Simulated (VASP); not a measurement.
# Hf4S9 (a cell with a defect) in VASP: single point with PBE+D3(BJ)

Aim: the single point of Hf4S9 (a cell with a defect) with PBE+D3(BJ).

All numbers are computed with VASP 6.6.1; they aren't measurements. Logs are shortened: lines on timing, memory, paths and dates and some standing lists are left out, and cuts for length are marked.

### 1 The cell of the first run

The cell holds a defect, 13 atoms: a = 6.804 Å, b = 6.804 Å, c = 7.212 Å, α = 105.36°, β = 105.36°, γ = 116.00°.

### 2 Single point, PBE+D3(BJ)

Input file INCAR:

```
SYSTEM = Hf4S9
ALGO = Normal
EDIFF = 1E-6
ENCUT = 520
GGA = PE
ISIF = 2
ISMEAR = 0
IVDW = 12
LASPH = .True.
LCHARG = .False.
LREAL = .False.
LWAVE = .False.
NBANDS = 59
NELM = 60
PREC = Accurate
SIGMA = 0.02
```

Input file KPOINTS:

```
k-points
0
Gamma
  3 3 3
  0 0 0
```

Input file POSCAR:

```
Hf4S9
1.0
    3.6058628313      0.0000000000     -5.7703876582
    3.6058628313      0.0000000000      5.7703876582
   -3.6058628313     -6.2455376290      0.0000000000
Hf S
4 9
Direct
    0.5307767901      0.4617488454     -0.0074275431
    0.9692232863      0.0382511717      0.0074275431
    0.4944459752      0.4943615788      0.4999852992
    1.0055541075      0.0056384446      0.5000147602
    0.8233013966      0.5292935932      0.3525483522
    0.2778723716      0.0437321231      0.3216851966
    0.8210316776      0.5914621792      0.8242931683
    0.2327514926      0.0031806079      0.8241497059
    0.6789683188      0.9085378172      0.1757067310
    0.2672485371      0.4968194218      0.1758503535
    0.6766985412      0.9707063446      0.6474517072
    0.2221276581      0.4562679066      0.6783148628
    0.7500000382      0.2500000086      0.0000000000
```

Potentials or basis: VASP PAW PBE potentials, release 64 (Hf_pv, S).

Run with:

```console
$ cat potpaw_PBE.64/Hf_pv/POTCAR potpaw_PBE.64/S/POTCAR > POTCAR
$ mpirun -np 1 vasp_std > vasp.out
```

OUTCAR:

```text
SYSTEM = Hf4S9
   EDIFF = 1E-6
   ENCUT = 520
   GGA = PE
   ISIF = 2
   ISMEAR = 0
   IVDW = 12
   LASPH = .True.
   LREAL = .False.
   NELM = 60
   PREC = Accurate
 IVDW          = 12

 ion  position               nearest neighbor table
   1  0.531  0.462  0.993-  13 2.49   7 2.54   8 2.54   9 2.55  10 2.55   5 2.60  12 2.63   4 3.57
                             3 3.57   3 3.69   4 3.69   2 3.69   2 3.69
   2  0.969  0.038  0.007-  13 2.49   9 2.54  10 2.54   7 2.55   8 2.55  11 2.60   6 2.63   3 3.57
                             4 3.57   4 3.69   3 3.69   1 3.69   1 3.69
   3  0.494  0.494  0.500-  10 2.45   7 2.45   6 2.48  12 2.48   5 2.67  11 2.67   4 3.53   2 3.57
                             1 3.57   4 3.69   1 3.69   2 3.69
   4  0.006  0.006  0.500-   8 2.45   9 2.45  12 2.48   6 2.48  11 2.67   5 2.67   3 3.53   1 3.57
                             2 3.57   3 3.69   2 3.69   1 3.69
   5  0.823  0.529  0.353-  13 2.50   1 2.60   3 2.67   4 2.67
   6  0.278  0.044  0.322-   3 2.48   4 2.48   2 2.63
   7  0.821  0.591  0.824-   3 2.45   1 2.54   2 2.55
   8  0.233  0.003  0.824-   4 2.45   1 2.54   2 2.55
   9  0.679  0.909  0.176-   4 2.45   2 2.54   1 2.55
  10  0.267  0.497  0.176-   3 2.45   2 2.54   1 2.55
  11  0.677  0.971  0.647-  13 2.50   2 2.60   4 2.67   3 2.67
  12  0.222  0.456  0.678-   4 2.48   3 2.48   1 2.63
  13  0.750  0.250  0.000-   1 2.49   2 2.49  11 2.50   5 2.50

  LATTYP: Found a face centered orthorhombic cell.
 ALAT       =     7.2117256626
 B/A-ratio  =     1.6002793029
 C/A-ratio  =     1.7320508076

  Lattice vectors:

 A1 = (   0.0000000000,  -6.2455376290,   5.7703876582)
 A2 = (   3.6058628313,  -6.2455376290,   0.0000000000)
 A3 = (   3.6058628313,   0.0000000000,   5.7703876582)

Analysis of symmetry for initial positions (statically):
=====================================================================
 Subroutine PRICEL returns:
 Original cell was already a primitive cell.

 Routine SETGRP: Setting up the symmetry group for a
 face centered orthorhombic supercell.

 Subroutine GETGRP returns: Found  2 space group operations
 (whereof  1 operations were pure point group operations)
 out of a pool of  8 trial point group operations.

The static configuration has the point symmetry C_1 .
 The point group associated with its full space group is S_2 .

Analysis of symmetry for dynamics (positions and initial velocities):
=====================================================================
 Subroutine PRICEL returns:
 Original cell was already a primitive cell.
[... 134 lines left out ...]
   EFERMI =   0.00;   METHOD = LEGACY
   ISMEAR =     0;   SIGMA  =   0.02  broadening in eV -4-tet -1-fermi 0-gaus
   EFERMI_NEDOS =   21; number of points for ismear=-14 and -15
   IALGO  =     38    algorithm
   IMIX   =      4    mixing-type and parameters
     AMIX     =   0.40;   BMIX     =  1.00
     AMIX_MAG =   1.60;   BMIX_MAG =  1.00
  volume/ion in A,a.u.               =      19.99       134.92
  Fermi-wavevector in a.u.,A,eV,Ry     =   1.166396  2.204169 18.510457  1.360480
  Thomas-Fermi vector in A             =   2.302910
   LORBIT       =      0    0 simple, 1 ext, 2 COOP (PROOUT), +10 PAW based schemes
   GGA     = PE    functional components
   LHFCALC =     F    Hartree Fock is set to
   AEXX    =    0.0000 exact exchange contribution
   IVDW    =    12    specifies the selected vdW correction
   LEPSILON=     F    determine dielectric tensor
   LRPA    =     F    only Hartree local field effects (RPA)
 non-spin polarized calculation
 Gauss-broadening in eV      SIGMA  =   0.02
  energy-cutoff  :      520.00
  volume of cell :      259.90
 maximum number of plane-waves:      7055
 NGX is ok and might be reduce to    50
   NGX = 25   NGY = 25   NGZ = 27

 number of electron      94.0000003 magnetization

 Free energy of the ion-electron system (eV)
  ---------------------------------------------------
  ext. energy  EPLUGINS =         0.00000000
  ---------------------------------------------------
  free energy    TOTEN  =       -92.60452081 eV

  energy without entropy =      -92.60302490  energy(sigma->0) =      -92.60377285

 E-fermi :   5.0936     XC(G=0): -10.1923

 val. band max:        4.9621362929   @ k =   0.0000   0.0000   0.3333
 cond. band min:       5.1043652303   @ k =  -0.3333  -0.0000   0.3333
 fundamental gap:      0.1422289374
 Fermi energy:         5.0936265569

 k-point     1 :       0.0000    0.0000    0.0000
  band No.  band energies     occupation
      1     -26.2591      2.00000
      2     -26.2428      2.00000
      3     -26.2298      2.00000
      4     -26.1710      2.00000
      5     -26.1567      2.00000
      6     -26.1412      2.00000
[... 857 lines left out ...]
     58       8.6003      0.00000
     59       8.6369      0.00000

------------------------ aborting loop because EDIFF is reached ----------------------------------------

 Edisp (eV)   -4.73861

 E8    (eV) :    -2.0206

  FORCE on cell =-STRESS in cart. coord.  units (eV):
  Direction    XX          YY          ZZ          XY          YZ          ZX
  --------------------------------------------------------------------------------------
  -------------------------------------------------------------------------------------
  Total      10.05606     2.92980     3.35488     0.00332     7.26269     0.00222
  in kB      61.99042    18.06069    20.68112     0.02047    44.77071     0.01368
  external pressure =       33.58 kB  Pullay stress =        0.00 kB

 VOLUME and BASIS-vectors are now :
 -----------------------------------------------------------------------------
  energy-cutoff  :      520.00
  volume of cell :      259.90
      direct lattice vectors                 reciprocal lattice vectors
     3.605862831  0.000000000 -5.770387658     0.138663067 -0.080057159 -0.086649291
     3.605862831  0.000000000  5.770387658     0.138663067 -0.080057159  0.086649291
    -3.605862831 -6.245537629  0.000000000     0.000000000 -0.160114318  0.000000000

 POSITION                                       TOTAL-FORCE (eV/Angst)
 -----------------------------------------------------------------------------------
     -0.00017     -6.19915     -0.39832         0.000308     -0.029843      0.017781
      3.60603     -0.04639     -5.37207        -0.000308      0.029843     -0.017781
      1.76263     -3.12268     -0.00049        -0.015096     -0.001908     -0.001081
     -1.76263     -3.12286      0.00049         0.015096      0.001908      0.001081
      3.60603     -2.20185     -1.69654        -0.000320      0.028370      0.040647
     -0.00029     -2.00910     -1.35108         0.001240     -0.012159      0.068405
      2.12097     -5.14815     -1.32471        -0.010542      0.008614      0.056335
     -2.12103     -5.14726     -1.32471         0.011227      0.003969      0.056192
      5.09075     -1.09738      1.32471         0.010542     -0.008614     -0.056335
      2.12103     -1.09828      1.32471        -0.011227     -0.003969     -0.056192
      3.60569     -4.04368      1.69654         0.000320     -0.028370     -0.040647
      0.00029     -4.23644      1.35108        -0.001240      0.012159     -0.068405
      3.60586      0.00000     -2.88519        -0.000000     -0.000000     -0.000000
 -----------------------------------------------------------------------------------
    total drift:                                0.000960      0.000333     -0.000705

  FREE ENERGIE OF THE ION-ELECTRON SYSTEM (eV)
  ---------------------------------------------------
  free  energy   TOTEN  =       -97.3431348474 eV

  energy  without entropy=      -97.3416389400  energy(sigma->0) =      -97.34238689
```

OSZICAR:

```text
N       E                     dE             d eps       ncg     rms          rms(c)
DAV:   1     0.545226429820E+03    0.54523E+03   -0.45928E+04  1652   0.145E+03
DAV:   2    -0.510216547894E+02   -0.59625E+03   -0.57180E+03  2041   0.333E+02
DAV:   3    -0.977864203762E+02   -0.46765E+02   -0.45728E+02  2064   0.733E+01
DAV:   4    -0.989881619684E+02   -0.12017E+01   -0.11969E+01  2040   0.135E+01
DAV:   5    -0.990220238591E+02   -0.33862E-01   -0.33829E-01  2096   0.216E+00    0.102E+02
DAV:   6    -0.929020163480E+02    0.61200E+01   -0.17964E+01  1869   0.123E+01    0.700E+01
DAV:   7    -0.927839989494E+02    0.11802E+00   -0.65484E+00  2080   0.894E+00    0.786E+00
DAV:   8    -0.926189717799E+02    0.16503E+00   -0.10577E+00  1877   0.380E+00    0.455E+00
DAV:   9    -0.926066780039E+02    0.12294E-01   -0.20209E-01  2080   0.139E+00    0.172E+00
DAV:  10    -0.926047236693E+02    0.19543E-02   -0.19185E-02  1981   0.539E-01    0.920E-01
DAV:  11    -0.926045029179E+02    0.22075E-03   -0.50583E-03  2032   0.258E-01    0.187E-01
DAV:  12    -0.926045111540E+02   -0.82362E-05   -0.56934E-04  2080   0.869E-02    0.113E-01
DAV:  13    -0.926045171236E+02   -0.59695E-05   -0.70285E-05  2128   0.318E-02    0.347E-02
DAV:  14    -0.926045204306E+02   -0.33070E-05   -0.53695E-06  1952   0.974E-03    0.177E-02
DAV:  15    -0.926045208061E+02   -0.37549E-06   -0.13028E-06  1288   0.466E-03
   1 F= -.97343135E+02 E0= -.97342387E+02  d E =-.149591E-02
```

Run time: 3.2 min. Hardware: 1 thread of AMD EPYC 9R45 (Zen 5), shared host; peak memory 0.42 GiB.

What came out:

| Item | Value |
| --- | --- |
| Free energy | -97.3431 eV |
| Pressure | 3.4 GPa |
| Largest force | 0.069 eV/Å |
| Band gap on the k mesh | zero (bands 47 and 48 overlap by 0.15 eV) |
| Dispersion energy per atom | -0.365 eV |

Forces in eV/Å, atoms in the order of the input:
```
Hf   0.000 -0.030  0.018
Hf   0.000  0.030 -0.018
Hf  -0.015 -0.002 -0.001
Hf   0.015  0.002  0.001
S    0.000  0.028  0.041
S    0.001 -0.012  0.068
S   -0.011  0.009  0.056
S    0.011  0.004  0.056
S    0.011 -0.009 -0.056
S   -0.011 -0.004 -0.056
S    0.000 -0.028 -0.041
S   -0.001  0.012 -0.068
S    0.000  0.000  0.000
```

Caveat: the k points lie up to 0.38 Å⁻¹ apart; spin-orbit coupling is left out, which moves the levels of the heavy elements.

The gap in the log of VASP goes by the Fermi energy; the results here count the filled bands.